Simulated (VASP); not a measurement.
# SrTiO3 (Pm-3m) in VASP: G0W0 quasiparticle levels with PBE

Aim: the G0W0 quasiparticle levels of SrTiO3 with PBE.

All numbers are computed with VASP 6.6.1; they aren't measurements. Logs are shortened: lines on timing, memory, paths and dates and some standing lists are left out, and cuts for length are marked.

## 1. The cell of the first run

The structure is cubic, space group Pm-3m (No. 221). Conventional cell: a = 3.905 Å, b = 3.905 Å, c = 3.905 Å, α = 90.00°, β = 90.00°, γ = 90.00°. Within 3.6 Å of Sr (site symmetry m-3m) lie 12 O at 2.76 Å and 8 Ti at 3.38 Å. Ti (site symmetry m-3m) has 6 O at 1.95 Å within 2.6 Å. Within 2.6 Å of O (site symmetry 4/mmm) lie 2 Ti at 1.95 Å.

## 2. G0W0 quasiparticle levels, PBE

Input file POSCAR:

```
SrTiO3
1.0
    3.9050000000      0.0000000000      0.0000000000
    0.0000000000      3.9050000000      0.0000000000
    0.0000000000      0.0000000000      3.9050000000
Sr Ti O
1 1 3
Direct
    0.0000000000      0.0000000000      0.0000000000
    0.5000000000      0.5000000000      0.5000000000
    0.5000000000      0.5000000000      0.0000000000
    0.5000000000      0.0000000000      0.5000000000
    0.0000000000      0.5000000000      0.5000000000
```

Input file INCAR.step1:

```
SYSTEM = SrTiO3
ALGO = Normal
EDIFF = 1E-8
ENCUT = 500
GGA = PE
ISMEAR = 0
LASPH = .True.
LCHARG = .False.
LREAL = .False.
LWAVE = .True.
NELM = 80
PREC = Accurate
SIGMA = 0.01
```

Input file INCAR.step2:

```
SYSTEM = SrTiO3
ALGO = Exact
EDIFF = 1E-8
ENCUT = 500
GGA = PE
ISMEAR = 0
ISTART = 1
LASPH = .True.
LCHARG = .False.
LOPTICS = .True.
LREAL = .False.
LWAVE = .True.
NBANDS = 300
NELM = 1
PREC = Accurate
SIGMA = 0.01
```

Input file INCAR.step3:

```
SYSTEM = SrTiO3
ALGO = EVGW0
EDIFF = 1E-8
ENCUT = 500
ENCUTGW = 113.3
GGA = PE
ISMEAR = 0
ISTART = 1
LASPH = .True.
LCHARG = .False.
LREAL = .False.
LWAVE = .False.
NBANDS = 300
NBANDSGW = 28
NELMGW = 1
NOMEGA = 96
OMEGAMAX = 20
PREC = Accurate
PRECFOCK = Fast
SIGMA = 0.01
```

Input file KPOINTS:

```
k-points
0
Gamma
  2 2 2
  0 0 0
```

Potentials or basis: VASP PAW PBE potentials, release 64 (Sr_sv_GW, Ti_sv_GW, O_GW).

Launch:

```sh
$ cat potpaw_PBE.64/Sr_sv_GW/POTCAR potpaw_PBE.64/Ti_sv_GW/POTCAR potpaw_PBE.64/O_GW/POTCAR > POTCAR
$ cp INCAR.step1 INCAR
$ mpirun -np 1 vasp_std > vasp.out
$ cp INCAR.step2 INCAR
$ mpirun -np 1 vasp_std > vasp.out
$ cp INCAR.step3 INCAR
$ mpirun -np 1 vasp_std > vasp.out
```

OUTCAR:

```text
SYSTEM = SrTiO3
   EDIFF = 1E-8
   ENCUT = 500
   ENCUTGW = 113.3
   GGA = PE
   ISMEAR = 0
   ISTART = 1
   LASPH = .True.
   LREAL = .False.
   NELMGW = 1
   PREC = Accurate
   PRECFOCK = Fast

 ion  position               nearest neighbor table
   1  0.000  0.000  0.000-   3 2.76   4 2.76   5 2.76   4 2.76   5 2.76   3 2.76   5 2.76   5 2.76
                             3 2.76   4 2.76   4 2.76   3 2.76
   2  0.500  0.500  0.500-   3 1.95   4 1.95   5 1.95   3 1.95   4 1.95   5 1.95
   3  0.500  0.500  0.000-   2 1.95   2 1.95   1 2.76   1 2.76   1 2.76   1 2.76
   4  0.500  0.000  0.500-   2 1.95   2 1.95   1 2.76   1 2.76   1 2.76   1 2.76
   5  0.000  0.500  0.500-   2 1.95   2 1.95   1 2.76   1 2.76   1 2.76   1 2.76

  LATTYP: Found a simple cubic cell.
 ALAT       =     3.9050000000

  Lattice vectors:

 A1 = (   3.9050000000,   0.0000000000,   0.0000000000)
 A2 = (   0.0000000000,   3.9050000000,   0.0000000000)
 A3 = (   0.0000000000,   0.0000000000,   3.9050000000)

Analysis of symmetry for initial positions (statically):
=====================================================================
 Subroutine PRICEL returns:
 Original cell was already a primitive cell.

 Routine SETGRP: Setting up the symmetry group for a
 simple cubic supercell.

 Subroutine GETGRP returns: Found 48 space group operations
 (whereof 48 operations were pure point group operations)
 out of a pool of 48 trial point group operations.

The static configuration has the point symmetry O_h .

Analysis of symmetry for dynamics (positions and initial velocities):
=====================================================================
 Subroutine PRICEL returns:
 Original cell was already a primitive cell.

 Routine SETGRP: Setting up the symmetry group for a
 simple cubic supercell.

 Subroutine GETGRP returns: Found 48 space group operations
 (whereof 48 operations were pure point group operations)
 out of a pool of 48 trial point group operations.

The dynamic configuration has the point symmetry O_h .

 Subroutine INISYM returns: Found 48 space group operations
 (whereof 48 operations are pure point group operations),
 and found     1 'primitive' translations

----------------------------------------------------------------------------------------

                                     Primitive cell

  volume of cell :      59.5474

  direct lattice vectors                    reciprocal lattice vectors
     3.905000000  0.000000000  0.000000000     0.256081946  0.000000000  0.000000000
     0.000000000  3.905000000  0.000000000     0.000000000  0.256081946  0.000000000
     0.000000000  0.000000000  3.905000000     0.000000000  0.000000000  0.256081946

  length of vectors
     3.905000000  3.905000000  3.905000000     0.256081946  0.256081946  0.256081946

  position of ions in fractional coordinates (direct lattice)
     0.000000000  0.000000000  0.000000000
     0.500000000  0.500000000  0.500000000
     0.500000000  0.500000000  0.000000000
     0.500000000  0.000000000  0.500000000
     0.000000000  0.500000000  0.500000000

  ion indices of the primitive-cell ions
   primitive index   ion index
                 1           1
                 2           2
                 3           3
                 4           4
                 5           5

----------------------------------------------------------------------------------------

 KPOINTS: k-points

Automatic generation of k-mesh.
 Grid dimensions read from file:
 generate k-points for:    2    2    2

 Generating k-lattice:

  Cartesian coordinates                     Fractional coordinates (reciprocal lattice)
     0.128040973  0.000000000  0.000000000     0.500000000  0.000000000  0.000000000
     0.000000000  0.128040973  0.000000000     0.000000000  0.500000000  0.000000000
     0.000000000  0.000000000  0.128040973     0.000000000  0.000000000  0.500000000

  Length of vectors
     0.128040973  0.128040973  0.128040973

  Shift w.r.t. Gamma in fractional coordinates (k-lattice)
     0.000000000  0.000000000  0.000000000

 Subroutine IBZKPT returns following result:
 ===========================================

 Found      4 irreducible k-points:

 Following reciprocal coordinates:
            Coordinates               Weight
  0.000000  0.000000  0.000000      1.000000
  0.500000  0.000000  0.000000      3.000000
  0.500000  0.500000  0.000000      3.000000
  0.500000  0.500000  0.500000      1.000000
   k-points           NKPTS =      4   k-points in BZ     NKDIM =      8   number of bands    NBANDS=    300
   number of dos      NEDOS =    301   number of ions     NIONS =      5
   total plane-waves  NPLWV =  21952
   dimension x,y,z NGX =    28 NGY =   28 NGZ =   28
   dimension x,y,z NGXF=    56 NGYF=   56 NGZF=   56
   ions per type =               1   1   3
   NGX,Y,Z   is equivalent  to a cutoff of  11.92, 11.92, 11.92 a.u.
   NGXF,Y,Z  is equivalent  to a cutoff of  23.84, 23.84, 23.84 a.u.
 SYSTEM =  SrTiO3
   PREC   = accura    normal or accurate (medium, high low for compatibility)
   ISTART =      1    job   : 0-new  1-cont  2-samecut
   ICHARG =      0    charge: 1-file 2-atom 10-const
   ISPIN  =      1    spin polarized calculation?
   LNONCOLLINEAR =      F non collinear calculations
   LSORBIT =      F    spin-orbit coupling
   LASPH  =      T    aspherical Exc in radial PAW
   ENCUT  =  500.0 eV  36.75 Ry    6.06 a.u.   7.12  7.12  7.12*2*pi/ulx,y,z
   NELM   =     60;   NELMIN=  2; NELMDL=  0     # of ELM steps
   EDIFF  = 0.1E-07   stopping-criterion for ELM
   LREAL  =      F    real-space projection
   EDIFFG = 0.1E-06   stopping-criterion for IOM
   NSW    =      0    number of steps for IOM
   IBRION =     -1    ionic relax: 0-MD 1-quasi-New 2-CG
   NFREE  =      0    steps in history (QN), initial steepest desc. (CG)
   ISIF   =      0    stress and relaxation
   ISYM   =      3    0-nonsym 1-usesym 2-fastsym
   POTIM  = 0.5000    time-step for ionic-motion
   TEBEG  =    0.0;   TEEND  =   0.0 temperature during run
   PSTRESS=    0.0 pullay stress
   NELECT =      40.0000    total number of electrons
   NUPDOWN=      -1.0000    fix difference up-down
   EMIN   =  10.00;   EMAX   =-10.00  energy-range for DOS
   EFERMI =   0.00;   METHOD = LEGACY
   ISMEAR =     0;   SIGMA  =   0.01  broadening in eV -4-tet -1-fermi 0-gaus
   EFERMI_NEDOS =   21; number of points for ismear=-14 and -15
   IALGO  =     38    algorithm
   IMIX   =      4    mixing-type and parameters
     AMIX     =   0.40;   BMIX     =  1.00
     AMIX_MAG =   1.60;   BMIX_MAG =  1.00
  volume/ion in A,a.u.               =      11.91        80.37
  Fermi-wavevector in a.u.,A,eV,Ry     =   1.433751  2.709397 27.968714  2.055642
  Thomas-Fermi vector in A             =   2.553235
   LORBIT       =      0    0 simple, 1 ext, 2 COOP (PROOUT), +10 PAW based schemes
   GGA     = PE    functional components
   LHFCALC =     T    Hartree Fock is set to
   PRECFOCK=fast      Normal, Fast or Accurate (Low or Medium for compatibility)
   ENCUT4O =  -1.0   cutoff for four orbital integrals eV
   NKREDX  =     1    reduce k-point grid by
   NKREDY  =     1    reduce k-point grid by
   NKREDZ  =     1    reduce k-point grid by
   AEXX    =    1.0000 exact exchange contribution
   HFSCREEN=    0.0000 screening length (either q_TF or 0.3 A-1)
   HFSCREENC=   0.0000 screening length for correlation (either q_TF or 0.3 A-1)
   ENCUTFOCK=  -1.0 apply spherical cutoff to Coloumb kernel
   IVDW    =     0    specifies the selected vdW correction
   LEPSILON=     F    determine dielectric tensor
   LRPA    =     F    only Hartree local field effects (RPA)
   LRPAFORCE           =     F    calculate RPA forces
   ENCUTGW             = 113.3    cutoff for response function in eV
   ENCUTGWSOFT         =  90.6    soft cutoff for Coulomb kernel in GW response function in eV
   ENCUTLF             =  -1.0    cutoff for local field effects
   NELMGW              =     1    number of iterations in solving QP/BSE equation
   NELMHF              =     1    number of iterations in the inner HF iteration
   NKREDLFX            =     1    NKREDLFY  =   1   NKREDLFZ  =   1
 non-spin polarized calculation
 Gauss-broadening in eV      SIGMA  =   0.01
  energy-cutoff  :      500.00
  volume of cell :       59.55
 maximum number of plane-waves:      1516
  NGX = 16; NGY = 16; NGZ = 16
   NGX = 15   NGY = 15   NGZ = 15
 maximum number of plane-waves:       174
 NGX is ok and might be reduce to    14

 QP shifts <psi_nk| G(iteration)W_0 |psi_nk>: iteration 1
 for sc-GW calculations column KS-energies equals QP-energies in previous step
 and V_xc(KS)=  KS-energies - (<T + V_ion + V_H > + <T+V_H+V_ion>^1  + <V_x>^1)

 k-point   1 :       0.0000    0.0000    0.0000
  band No.  KS-energies  QP-energies   sigma(KS)   V_xc(KS)     V^pw_x(r,r')   Z            occupation Imag(sigma)

      1     -51.7929     -53.0064     -27.0913     -24.9577     -41.6904       0.5688       2.0000       0.9101
      2     -28.0258     -28.7949     -25.3871     -24.1158     -34.6619       0.6050       2.0000       0.4771
      3     -28.0258     -28.7949     -25.3871     -24.1158     -34.6619       0.6050       2.0000       0.4771
      4     -28.0258     -28.7949     -25.3871     -24.1158     -34.6619       0.6050       2.0000       0.4771
      5     -27.6772     -28.7226     -19.1832     -17.4464     -28.9783       0.6019       2.0000       0.5548
      6     -12.3173     -13.1465     -20.4941     -19.0472     -30.6682       0.5731       2.0000       0.7619
[... 20 lines left out ...]
     27      10.4796      10.8157     -10.1669     -10.5981      -5.2764       0.7793       0.0000      -0.0604
     28      11.2770      11.4679     -11.1195     -11.3684      -6.0964       0.7670       0.0000      -0.0727

 k-point   2 :       0.5000    0.0000    0.0000
  band No.  KS-energies  QP-energies   sigma(KS)   V_xc(KS)     V^pw_x(r,r')   Z            occupation Imag(sigma)

      1     -51.7917     -53.0126     -27.0810     -24.9594     -41.6920       0.5755       2.0000       0.9088
      2     -28.1180     -28.8881     -24.9150     -23.6203     -34.2839       0.5948       2.0000       0.5067
      3     -28.0229     -28.7991     -25.3903     -24.1204     -34.6485       0.6112       2.0000       0.4779
      4     -28.0229     -28.7991     -25.3903     -24.1204     -34.6485       0.6112       2.0000       0.4779
      5     -27.6268     -28.6879     -19.5874     -17.8802     -29.3204       0.6215       2.0000       0.5583
      6     -12.5435     -13.4417     -19.8426     -18.2558     -29.2393       0.5660       2.0000       0.6855
[... 20 lines left out ...]
     27      12.5138      13.1156     -11.7333     -12.5276      -6.7099       0.7576       0.0000      -0.0700
     28      13.1067      13.8515     -11.0113     -11.9687      -5.7742       0.7780       0.0000      -0.0721

 k-point   3 :       0.5000    0.5000    0.0000
  band No.  KS-energies  QP-energies   sigma(KS)   V_xc(KS)     V^pw_x(r,r')   Z            occupation Imag(sigma)

      1     -51.7903     -53.0114     -27.0735     -24.9611     -41.6930       0.5780       2.0000       0.9076
      2     -28.0898     -28.8385     -25.2755     -24.0314     -34.6066       0.6018       2.0000       0.5047
      3     -28.0898     -28.8385     -25.2755     -24.0314     -34.6066       0.6018       2.0000       0.5047
      4     -28.0207     -28.7837     -25.3759     -24.1247     -34.6350       0.6098       2.0000       0.4652
      5     -27.6344     -28.7095     -19.2299     -17.4874     -28.9986       0.6170       2.0000       0.5551
      6     -11.6693     -12.5780     -21.1529     -19.6449     -31.1302       0.6026       2.0000       0.7467
[... 20 lines left out ...]
     27      13.3561      14.2688     -12.5765     -13.7336      -7.3692       0.7888       0.0000      -0.1449
     28      14.6477      15.6683     -13.0327     -14.4169      -7.6098       0.7373       0.0000      -0.0993

 k-point   4 :       0.5000    0.5000    0.5000
  band No.  KS-energies  QP-energies   sigma(KS)   V_xc(KS)     V^pw_x(r,r')   Z            occupation Imag(sigma)

      1     -51.7889     -53.0112     -27.0669     -24.9625     -41.6934       0.5809       2.0000       0.9062
      2     -28.0861     -28.8311     -25.2795     -24.0379     -34.6009       0.6000       2.0000       0.5015
      3     -28.0861     -28.8311     -25.2795     -24.0379     -34.6009       0.6000       2.0000       0.5015
      4     -28.0861     -28.8311     -25.2795     -24.0379     -34.6009       0.6000       2.0000       0.5015
      5     -27.6160     -28.6946     -19.2476     -17.5056     -29.0068       0.6192       2.0000       0.5670
      6     -10.9726     -12.0074     -21.8576     -20.1876     -31.3808       0.6196       2.0000       0.7334
[... 20 lines left out ...]
     27      13.2133      14.4076     -21.7682     -23.7235     -14.3809       0.6108       0.0000      -0.3132
     28      13.2133      14.4076     -21.7682     -23.7235     -14.3809       0.6108       0.0000      -0.3132
```

It took 3.4 min on 1 thread of Intel Xeon Platinum 8259CL at 2.50GHz (Skylake/Cascade Lake), shared host; peak memory 0.46 GiB.

What came out:

- Quasiparticle gap: 2.75 eV
- Least direct quasiparticle gap: 3.17 eV
- Band gap of the starting levels on the mesh: 1.49 eV
- Least direct gap of the starting levels on the mesh: 1.85 eV

Caveat: the k points lie up to 0.80 Å⁻¹ apart, too coarse for converged energies, forces and pressures; bands, screening cutoff and mesh are small and nothing is extrapolated, so the quasiparticle values aren't converged.
